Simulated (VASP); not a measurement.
Set up this calculation in VASP 6.6.1, as the native input.

```yaml
Task: single point
Functional: LDA
Potentials_or_basis: VASP PAW LDA potentials, release 64 (Si, Ni)
Cutoff: 520 eV
k_mesh: 14 × 14 × 14
Occupations: gaussian, width 0.15 eV
Spin: collinear spin, ferromagnetic start
Starting_moments: "[0.0, 0.0, 0.25] μB"
Fixed_moment: 0.25 μB
Dipole_correction: no
Further_INCAR_settings: ALGO = Normal; EDIFF = 1e-06; NBANDS = 20
```

The structure of Si2Ni lies in POSCAR:

```
Si2Ni
1.0
    0.0000000000      2.6754800491      2.6754800491
    2.6754800491      0.0000000000      2.6754800491
    2.6754800491      2.6754800491      0.0000000000
Si Ni
2 1
Direct
    0.2500000000      0.2500000000      0.2500000000
    0.7500000000      0.7500000000      0.7500000000
    0.0000000000      0.0000000000      0.0000000000
```

These files were run (other wordings do the same):

INCAR

```
  PREC = Accurate
  ENCUT = 520
  EDIFF = 1E-6
  ISMEAR = 0
  SIGMA = 0.15
  LREAL = False
  LASPH = True
  NELM = 150
  ALGO = Normal
  ISIF = 2
  LWAVE = False
  LCHARG = True
  ISPIN = 2
  MAGMOM = 0 0 0.25
  LORBIT = 11
  NUPDOWN = 0.25
  LMAXMIX = 4
  GGA = CA
  LELF = True
  LVHAR = True
  NBANDS = 20
```

KPOINTS

```
regular mesh
0
Gamma
  14 14 14
```

Potentials or basis: VASP PAW LDA potentials, release 64 (Si, Ni).

The run is started by

```console
$ cat potpaw_LDA.64/Si/POTCAR potpaw_LDA.64/Ni/POTCAR > POTCAR
$ mpirun -np 1 vasp_std > vasp.out
```

It gave:

The pressure is 0.1 GPa. The net moment is 0.25 μB per cell and the site moments are Si +0.03; Ni +0.13 μB. The valence electrons inside the program's atomic spheres are Si 1.61; Ni 9.91.

Caveat: the total moment is fixed, so each spin has its own Fermi level.

It took 2.1 min on 1 thread of Intel(R) Xeon(R) Platinum 8375C CPU @ 2.90GHz (Ice Lake), on a shared host, peak memory 0.23 GiB.
